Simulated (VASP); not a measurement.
# Ca8CO in VASP: further runs

The runs below take Ca8CO through single point, with PBE.

All numbers are computed with VASP 6.6.1; they aren't measurements. Logs are shortened: lines on timing, memory, paths and dates and some standing lists are left out, and cuts for length are marked.

### 1 The cell of the first run

The cell holds a slab with vacuum, 10 atoms: a = 7.813 Å, b = 7.813 Å, c = 21.148 Å, α = 90.00°, β = 90.00°, γ = 120.00°.

### 2 Single point, PBE

Contents of INCAR:

```
PREC = Accurate
ENCUT = 520
EDIFF = 1E-6
ISMEAR = 0
SIGMA = 0.1
LREAL = F
LASPH = T
NELM = 80
ALGO = Normal
ISIF = 2
LWAVE = F
LCHARG = F
LDIPOL = T
IDIPOL = 3
DIPOL = 0.5 0.5 0.296
GGA = PE
NBANDS = 56
```

Contents of KPOINTS:

```
regular mesh
0
Gamma
  6 6 1
```

Contents of POSCAR:

```
Ca8CO
1.0
    7.8132359319      0.0000000000      0.0000000000
   -3.9066179659      6.7664608028      0.0000000000
    0.0000000000      0.0000000000     21.1477493937
Ca C O
8 1 1
Direct
    0.3333333333      0.1666666667      0.1891454228
    0.3333333333      0.6666666667      0.1891454228
    0.8333333333      0.1666666667      0.1891454228
    0.8333333333      0.6666666667      0.1891454228
    0.1666666667      0.3333333333      0.3308980669
    0.1666666667      0.8333333333      0.3308980669
    0.6666666667      0.3333333333      0.3308980669
    0.6666666667      0.8333333333      0.3308980669
    0.3333333333      0.1666666667      0.4141220529
    0.3333333333      0.1666666667      0.4685013620
```

Potentials or basis: VASP PAW PBE potentials, release 64 (Ca_sv, C, O).

Run with:

```console
cat potpaw_PBE.64/Ca_sv/POTCAR potpaw_PBE.64/C/POTCAR potpaw_PBE.64/O/POTCAR > POTCAR
mpirun -np 1 vasp_std > vasp.out
```

OUTCAR:

```text
PREC = Accurate
   ENCUT = 520
   EDIFF = 1E-6
   ISMEAR = 0
   LREAL = F
   LASPH = T
   NELM = 80
   ISIF = 2
   GGA = PE

 ion  position               nearest neighbor table
   1  0.333  0.167  0.189-
   2  0.333  0.667  0.189-
   3  0.833  0.167  0.189-
   4  0.833  0.667  0.189-
   5  0.167  0.333  0.331-
   6  0.167  0.833  0.331-
   7  0.667  0.333  0.331-
   8  0.667  0.833  0.331-
   9  0.333  0.167  0.414-  10 1.15
  10  0.333  0.167  0.469-   9 1.15

  LATTYP: Found a hexagonal cell.
 ALAT       =     7.8132359319
 C/A-ratio  =     2.7066569572

  Lattice vectors:

 A1 = (   7.8132359319,   0.0000000000,   0.0000000000)
 A2 = (  -3.9066179659,   6.7664608028,   0.0000000000)
 A3 = (   0.0000000000,   0.0000000000,  21.1477493937)

Analysis of symmetry for initial positions (statically):
=====================================================================
 Subroutine PRICEL returns:
 Original cell was already a primitive cell.

 Routine SETGRP: Setting up the symmetry group for a
 hexagonal supercell.

 Subroutine GETGRP returns: Found  6 space group operations
 (whereof  2 operations were pure point group operations)
 out of a pool of 24 trial point group operations.

The static configuration has the point symmetry C_1h.
 The point group associated with its full space group is C_3v.

Analysis of symmetry for dynamics (positions and initial velocities):
=====================================================================
 Subroutine PRICEL returns:
 Original cell was already a primitive cell.

 Routine SETGRP: Setting up the symmetry group for a
 hexagonal supercell.

 Subroutine GETGRP returns: Found  6 space group operations
 (whereof  2 operations were pure point group operations)
 out of a pool of 24 trial point group operations.

The dynamic configuration has the point symmetry C_1h.
 The point group associated with its full space group is C_3v.

 Subroutine INISYM returns: Found  6 space group operations
 (whereof  2 operations are pure point group operations),
 and found     1 'primitive' translations

----------------------------------------------------------------------------------------

                                     Primitive cell

  volume of cell :    1118.0383

  direct lattice vectors                    reciprocal lattice vectors
     7.813235932  0.000000000  0.000000000     0.127987944  0.073893874  0.000000000
    -3.906617966  6.766460803  0.000000000     0.000000000  0.147787747  0.000000000
     0.000000000  0.000000000 21.147749394     0.000000000  0.000000000  0.047286356

  length of vectors
     7.813235932  7.813235932 21.147749394     0.147787747  0.147787747  0.047286356

  position of ions in fractional coordinates (direct lattice)
     0.333333333  0.166666667  0.189145423
     0.333333333  0.666666667  0.189145423
     0.833333333  0.166666667  0.189145423
     0.833333333  0.666666667  0.189145423
     0.166666667  0.333333333  0.330898067
     0.166666667  0.833333333  0.330898067
     0.666666667  0.333333333  0.330898067
     0.666666667  0.833333333  0.330898067
     0.333333333  0.166666667  0.414122053
     0.333333333  0.166666667  0.468501362

  ion indices of the primitive-cell ions
   primitive index   ion index
                 1           1
                 2           2
                 3           3
                 4           4
                 5           5
                 6           6
                 7           7
                 8           8
                 9           9
                10          10

----------------------------------------------------------------------------------------

 KPOINTS: regular mesh

Automatic generation of k-mesh.
 Grid dimensions read from file:
 generate k-points for:    6    6    1

 Generating k-lattice:

  Cartesian coordinates                     Fractional coordinates (reciprocal lattice)
     0.021331324  0.012315646  0.000000000     0.166666667  0.000000000  0.000000000
     0.000000000  0.024631291  0.000000000     0.000000000  0.166666667  0.000000000
     0.000000000  0.000000000  0.047286356     0.000000000  0.000000000  1.000000000

  Length of vectors
     0.024631291  0.024631291  0.047286356

  Shift w.r.t. Gamma in fractional coordinates (k-lattice)
     0.000000000  0.000000000  0.000000000

 Subroutine IBZKPT returns following result:
 ===========================================

 Found      7 irreducible k-points:

 Following reciprocal coordinates:
            Coordinates               Weight
  0.000000  0.000000  0.000000      1.000000
  0.166667  0.000000  0.000000      6.000000
  0.333333  0.000000  0.000000      6.000000
  0.500000  0.000000  0.000000      3.000000
  0.166667  0.166667  0.000000      6.000000
  0.333333  0.166667  0.000000     12.000000
  0.333333  0.333333  0.000000      2.000000
   k-points           NKPTS =      7   k-points in BZ     NKDIM =      7   number of bands    NBANDS=     56
   number of dos      NEDOS =    301   number of ions     NIONS =     10
   total plane-waves  NPLWV = 576000
   dimension x,y,z NGX =    60 NGY =   60 NGZ =  160
   dimension x,y,z NGXF=   120 NGYF=  120 NGZF=  320
   ions per type =               8   1   1
   NGX,Y,Z   is equivalent  to a cutoff of  12.77, 12.77, 12.58 a.u.
   NGXF,Y,Z  is equivalent  to a cutoff of  25.53, 25.53, 25.16 a.u.
 SYSTEM =  unknown system
   PREC   = accura    normal or accurate (medium, high low for compatibility)
   ISTART =      0    job   : 0-new  1-cont  2-samecut
   ICHARG =      2    charge: 1-file 2-atom 10-const
   ISPIN  =      1    spin polarized calculation?
   LNONCOLLINEAR =      F non collinear calculations
   LSORBIT =      F    spin-orbit coupling
   LASPH  =      T    aspherical Exc in radial PAW
   ENCUT  =  520.0 eV  38.22 Ry    6.18 a.u.  14.53 14.53 39.32*2*pi/ulx,y,z
   NELM   =     80;   NELMIN=  2; NELMDL= -5     # of ELM steps
   EDIFF  = 0.1E-05   stopping-criterion for ELM
   LREAL  =      F    real-space projection
   EDIFFG = 0.1E-04   stopping-criterion for IOM
   NSW    =      0    number of steps for IOM
   IBRION =     -1    ionic relax: 0-MD 1-quasi-New 2-CG
   NFREE  =      0    steps in history (QN), initial steepest desc. (CG)
   ISIF   =      2    stress and relaxation
   ISYM   =      2    0-nonsym 1-usesym 2-fastsym
   POTIM  = 0.5000    time-step for ionic-motion
   TEBEG  =    0.0;   TEEND  =   0.0 temperature during run
   PSTRESS=    0.0 pullay stress
   NELECT =      90.0000    total number of electrons
   NUPDOWN=      -1.0000    fix difference up-down
   EMIN   =  10.00;   EMAX   =-10.00  energy-range for DOS
   EFERMI =   0.00;   METHOD = LEGACY
   ISMEAR =     0;   SIGMA  =   0.10  broadening in eV -4-tet -1-fermi 0-gaus
   EFERMI_NEDOS =   21; number of points for ismear=-14 and -15
   IALGO  =     38    algorithm
   IMIX   =      4    mixing-type and parameters
     AMIX     =   0.40;   BMIX     =  1.00
     AMIX_MAG =   1.60;   BMIX_MAG =  1.00
  volume/ion in A,a.u.               =     111.80       754.49
  Fermi-wavevector in a.u.,A,eV,Ry     =   0.706865  1.335782  6.798271  0.499659
  Thomas-Fermi vector in A             =   1.792761
   LORBIT       =      0    0 simple, 1 ext, 2 COOP (PROOUT), +10 PAW based schemes
   GGA     = PE    functional components
   LHFCALC =     F    Hartree Fock is set to
   AEXX    =    0.0000 exact exchange contribution
   IVDW    =     0    specifies the selected vdW correction
   LEPSILON=     F    determine dielectric tensor
   LRPA    =     F    only Hartree local field effects (RPA)
 non-spin polarized calculation
 Gauss-broadening in eV      SIGMA  =   0.10
  energy-cutoff  :      520.00
  volume of cell :     1118.04
 maximum number of plane-waves:     30137
 NGX is ok and might be reduce to    60
   NGX = 29   NGY = 29   NGZ = 79

 dipolmoment           0.000000      0.000000     -0.179058 electrons x Angstroem

 number of electron      89.9999980 magnetization

 dipolmoment           0.000000      0.000000      0.117877 electrons x Angstroem

 Free energy of the ion-electron system (eV)
  ---------------------------------------------------
  ext. energy  EPLUGINS =         0.00000000
  ---------------------------------------------------
  free energy    TOTEN  =       -27.89273932 eV

  energy without entropy =      -27.84962189  energy(sigma->0) =      -27.87118061

 E-fermi :  -1.2045     XC(G=0):  -3.2013

 val. band max:       -1.2870858296   @ k =   0.3333   0.0000   0.0000
 cond. band min:      -1.1803221003   @ k =   0.3333   0.3333   0.0000
 fundamental gap:      0.1067637293
 Fermi energy:        -1.2044672044

 k-point     1 :       0.0000    0.0000    0.0000
  band No.  band energies     occupation
      1     -43.6295      2.00000
      2     -43.6070      2.00000
      3     -43.5697      2.00000
      4     -43.5634      2.00000
      5     -43.5634      2.00000
      6     -43.4586      2.00000
[... 48 lines left out ...]
     55      -0.5540      0.00000
     56       0.0460      0.00000

 k-point     2 :       0.1667    0.0000    0.0000
  band No.  band energies     occupation
      1     -43.6295      2.00000
      2     -43.6070      2.00000
      3     -43.5693      2.00000
      4     -43.5638      2.00000
      5     -43.5634      2.00000
      6     -43.4583      2.00000
[... 48 lines left out ...]
     55      -0.5195      0.00000
     56       0.0054      0.00000

 k-point     3 :       0.3333    0.0000    0.0000
  band No.  band energies     occupation
      1     -43.6295      2.00000
      2     -43.6068      2.00000
      3     -43.5685      2.00000
      4     -43.5648      2.00000
      5     -43.5634      2.00000
      6     -43.4573      2.00000
[... 48 lines left out ...]
     55      -0.4092      0.00000
     56      -0.0916      0.00000

 k-point     4 :       0.5000    0.0000    0.0000
  band No.  band energies     occupation
      1     -43.6294      2.00000
      2     -43.6067      2.00000
      3     -43.5679      2.00000
      4     -43.5655      2.00000
      5     -43.5634      2.00000
      6     -43.4565      2.00000
[... 48 lines left out ...]
     55      -0.2697      0.00000
     56      -0.0912      0.00000

 k-point     5 :       0.1667    0.1667    0.0000
  band No.  band energies     occupation
      1     -43.6295      2.00000
      2     -43.6068      2.00000
      3     -43.5688      2.00000
      4     -43.5646      2.00000
      5     -43.5634      2.00000
      6     -43.4576      2.00000
[... 48 lines left out ...]
     55      -0.4430      0.00000
     56      -0.0708      0.00000

 k-point     6 :       0.3333    0.1667    0.0000
  band No.  band energies     occupation
      1     -43.6294      2.00000
      2     -43.6067      2.00000
      3     -43.5678      2.00000
      4     -43.5656      2.00000
      5     -43.5634      2.00000
      6     -43.4565      2.00000
[... 48 lines left out ...]
     55      -0.3372      0.00000
     56      -0.2148      0.00000

 k-point     7 :       0.3333    0.3333    0.0000
  band No.  band energies     occupation
      1     -43.6294      2.00000
      2     -43.6067      2.00000
      3     -43.5669      2.00000
      4     -43.5666      2.00000
      5     -43.5633      2.00000
      6     -43.4554      2.00000
[... 48 lines left out ...]
     55      -0.2616      0.00000
     56      -0.2412      0.00000

------------------------ aborting loop because EDIFF is reached ----------------------------------------

 vacuum level on the upper side and lower side of the slab       (xc-potential included)         0.134        -0.291

  FORCE on cell =-STRESS in cart. coord.  units (eV):
  Direction    XX          YY          ZZ          XY          YZ          ZX
  --------------------------------------------------------------------------------------
  -------------------------------------------------------------------------------------
  Total       -0.1655624     -0.1655624      4.4177991     -0.0000000     -0.0000000      0.0000000
  in kB       -0.2372551     -0.2372551      6.3308188     -0.0000000     -0.0000000      0.0000000
  external PRESSURE =       1.9521029 kB  Pullay stress =       0.0000000 kB

 VOLUME and BASIS-vectors are now :
 -----------------------------------------------------------------------------
  energy-cutoff  :      520.00
  volume of cell :     1118.04
      direct lattice vectors                 reciprocal lattice vectors
     7.813235932  0.000000000  0.000000000     0.127987944  0.073893874  0.000000000
    -3.906617966  6.766460803  0.000000000     0.000000000  0.147787747  0.000000000
     0.000000000  0.000000000 21.147749394     0.000000000  0.000000000  0.047286356

 POSITION                                       TOTAL-FORCE (eV/Angst)
 -----------------------------------------------------------------------------------
      1.95331      1.12774      4.00000         0.000000      0.000000     -0.231011
     -0.00000      4.51097      4.00000        -0.013531     -0.007812      0.001258
      5.85993      1.12774      4.00000         0.000000      0.015624      0.001258
      3.90662      4.51097      4.00000         0.013531     -0.007812      0.001258
      0.00000      2.25549      6.99775         0.249735     -0.144184      0.089179
     -1.95331      5.63872      6.99775         0.000000      0.288369      0.089179
      3.90662      2.25549      6.99775        -0.249735     -0.144184      0.089179
      1.95331      5.63872      6.99775         0.000000      0.000000      0.015049
      1.95331      1.12774      8.75775         0.000000     -0.000000     -3.484025
      1.95331      1.12774      9.90775         0.000000      0.000000      3.428677
 -----------------------------------------------------------------------------------
    total drift:                               -0.000003      0.000002     -0.001746

  FREE ENERGIE OF THE ION-ELECTRON SYSTEM (eV)
  ---------------------------------------------------
  free  energy   TOTEN  =       -27.8927393237 eV

  energy  without entropy=      -27.8496218883  energy(sigma->0) =      -27.87118061

 vacuum level on the upper side and lower side of the slab         1.906         1.475
```

Run time: 41 min. Hardware: 1 thread of AMD EPYC 7R13, shared host; peak memory 1.2 GiB.

Results:

```yaml
Free_energy: -27.8927 eV
Largest_force: 3.484 eV/Å
Band_gap_on_the_k_mesh: zero (bands 45 and 46 overlap by 0.04 eV)
```

Forces on the atoms (eV/Å):
```
Ca   0.000  0.000 -0.231
Ca  -0.014 -0.008  0.001
Ca   0.000  0.016  0.001
Ca   0.014 -0.008  0.001
Ca   0.250 -0.144  0.089
Ca   0.000  0.288  0.089
Ca  -0.250 -0.144  0.089
Ca   0.000  0.000  0.015
C    0.000  0.000 -3.484
O    0.000  0.000  3.429
```

### 3 Single point, PBE

Contents of INCAR:

```
ALGO = Normal
DIPOL = 0.5 0.5 0.305
EDIFF = 1E-7
ENCUT = 520
GGA = PE
IDIPOL = 3
ISIF = 2
ISMEAR = 0
LASPH = True
LCHARG = False
LDIPOL = True
LREAL = False
LWAVE = False
NBANDS = 56
NELM = 80
PREC = Accurate
SIGMA = 0.1
```

Contents of KPOINTS:

```
k-points
0
Gamma
  6 6 1
```

POSCAR: that of step 2 with these lines changed.

```diff
@@ -16,3 +16,3 @@
     0.6666666667      0.8333333333      0.3308980669
-    0.3333333333      0.1666666667      0.4141220529
-    0.3333333333      0.1666666667      0.4685013620
+    0.3333333333      0.1666666667      0.4599898180
+    0.3333333333      0.1666666667      0.5143691270
```

Potentials or basis: VASP PAW PBE potentials, release 64 (Ca_sv, C, O).

Run with:

```console
cat potpaw_PBE.64/Ca_sv/POTCAR potpaw_PBE.64/C/POTCAR potpaw_PBE.64/O/POTCAR > POTCAR
mpirun -np 1 vasp_std > vasp.out
```

Wall time 44 min (1 thread of AMD EPYC 7R13, shared host); peak memory 1.1 GiB.

The run converged. Its results:

| Item | Value |
| --- | --- |
| Free energy | -27.5497 eV |
| Largest force | 1.229 eV/Å |
| Band gap on the k mesh | zero (bands 45 and 46 overlap by 0.08 eV) |

Forces in eV/Å, atoms in the order of the input:
```
Ca   0.000  0.000 -0.072
Ca  -0.018 -0.011  0.023
Ca   0.000  0.021  0.023
Ca   0.018 -0.011  0.023
Ca   0.097 -0.056  0.112
Ca   0.000  0.112  0.112
Ca  -0.097 -0.056  0.112
Ca   0.000  0.000  0.037
C    0.000  0.000 -1.229
O    0.000  0.000  0.858
```

Levels at points of the mesh, in eV from the Fermi level:
```csv
k point,band 41,band 42,band 43,band 44,band 45,band 46,band 47,band 48,band 49,band 50
"(0.00, 0.00, 0.00)",-0.90,-0.86,-0.71,-0.71,-0.68,0.05,0.19,0.19,0.25,0.30
"(0.50, 0.00, 0.00)",-1.30,-1.29,-1.15,-0.10,0.05,0.12,0.26,0.27,0.32,0.44
```

### 4 Single point, PBE

Contents of INCAR:

```
PREC     = Accurate       # precision mode
ENCUT    = 520            # plane-wave cutoff, eV
EDIFF    = 1E-6           # SCF threshold, eV
ISMEAR   = 0              # smearing method
SIGMA    = 0.1            # smearing width, eV
LREAL    = F              # projectors in reciprocal space
LASPH    = T              # aspherical terms in the spheres
NELM     = 60             # most SCF steps
ALGO     = Normal         # electronic algorithm
ISIF     = 2              # what is computed and relaxed
LWAVE    = F              # write WAVECAR
LCHARG   = F              # write CHGCAR
LDIPOL   = T            
IDIPOL   = 3            
DIPOL    = 0.5 0.5 0.314
GGA      = PE             # functional
NBANDS   = 56             # bands
```

Contents of KPOINTS:

```
Automatic mesh
0
Gamma
  6 6 1
```

POSCAR: that of step 3 with these lines changed.

```diff
@@ -16,3 +16,3 @@
     0.6666666667      0.8333333333      0.3308980669
-    0.3333333333      0.1666666667      0.4599898180
-    0.3333333333      0.1666666667      0.5143691270
+    0.3333333333      0.1666666667      0.5025475381
+    0.3333333333      0.1666666667      0.5569268471
```

Run with:

```console
cat potpaw_PBE.64/Ca_sv/POTCAR potpaw_PBE.64/C/POTCAR potpaw_PBE.64/O/POTCAR > POTCAR
mpirun -np 1 vasp_std > vasp.out
```

It took 13 min on 1 thread of Intel Xeon 6975P-C (Granite Rapids), shared host; peak memory 1.2 GiB.

It converged, with:

| Item | Value |
| --- | --- |
| Free energy | -27.3411 eV |
| Largest force | 0.197 eV/Å |
| Band gap on the k mesh | zero (bands 45 and 46 overlap by 0.07 eV) |

Forces on the atoms (eV/Å):
```
Ca   0.000  0.000 -0.012
Ca  -0.008 -0.005  0.022
Ca   0.000  0.009  0.022
Ca   0.008 -0.005  0.022
Ca   0.003 -0.002  0.017
Ca   0.000  0.004  0.017
Ca  -0.003 -0.002  0.017
Ca   0.000  0.000  0.010
C    0.000  0.000  0.080
O    0.000  0.000 -0.197
```

Levels at points of the mesh, in eV from the Fermi level:
```csv
k point,band 41,band 42,band 43,band 44,band 45,band 46,band 47,band 48,band 49,band 50
"(0.00, 0.00, 0.00)",-0.88,-0.87,-0.70,-0.70,-0.69,0.02,0.20,0.20,0.21,0.42
"(0.50, 0.00, 0.00)",-1.32,-1.29,-1.27,-0.03,0.04,0.12,0.26,0.27,0.34,0.39
```

### 5 Summary

| cell | gap on the mesh (eV) | largest force (eV/Å) |
| --- | --- | --- |
| as given, atomic positions A | none | 3.48 |
| as given, atomic positions B | none | 1.23 |
| as given, atomic positions C | none | 0.20 |

Alike in all rows: task single point; level PBE; potentials or basis VASP PAW PBE potentials, release 64 (Ca_sv, C, O); no spin polarisation; k mesh 6 × 6 × 1; cutoff (eV) 520; smearing gaussian 0.1 eV.

Absolute energies hang on the potentials; compare differences alone.

The gap in the log of VASP goes by the Fermi energy; the results here count the filled bands.